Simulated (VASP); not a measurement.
Wanted: the native input for a VASP 6.6.1 run.

| Item | Value |
| --- | --- |
| Task | single point |
| Functional | LDA |
| Potentials or basis | VASP PAW LDA potentials, release 64 (Li_sv, F) |
| Cutoff | 520 eV |
| k mesh | 9 × 9 × 6 |
| Occupations | gaussian, width 0.05 eV |
| Spin | no spin polarisation |
| Dipole correction | no |
| Further INCAR settings | ALGO = Normal; EDIFF = 1e-06; NBANDS = 18 |

The structure of LiF lies in POSCAR:

```
LiF
1.0
    2.8032634884      0.0000000000      0.0000000000
   -1.4016317442      2.4276973944      0.0000000000
    0.0000000000      0.0000000000      4.7467660648
Li F
2 2
Direct
    0.3333333333      0.6666666667      0.3839784076
    0.6666666667      0.3333333333      0.8839784076
    0.3333333333      0.6666666667      0.9910195924
    0.6666666667      0.3333333333      0.4910195924
```

The input as run:

INCAR

```
PREC = Accurate
ENCUT = 520
EDIFF = 1E-6
ISMEAR = 0
SIGMA = 0.05
LREAL = False
LASPH = True
NELM = 100
ALGO = Normal
ISIF = 2
LWAVE = False
LCHARG = True
GGA = CA
LELF = True
LVHAR = True
NBANDS = 18
```

KPOINTS

```
regular mesh
0
Gamma
  9 9 6
```

Potentials or basis: VASP PAW LDA potentials, release 64 (Li_sv, F).

Command:

```console
$ cat potpaw_LDA.64/Li_sv/POTCAR potpaw_LDA.64/F/POTCAR > POTCAR
$ mpirun -np 1 vasp_std > vasp.out
```

It gave:

```yaml
Largest_force: 0.595 eV/Å
Band_gap_on_the_k_mesh: 8.76 eV
```

Run time: 16 s on 1 thread of Intel(R) Xeon(R) Platinum 8259CL CPU @ 2.50GHz (Skylake/Cascade Lake) (shared host), peak memory 0.14 GiB.
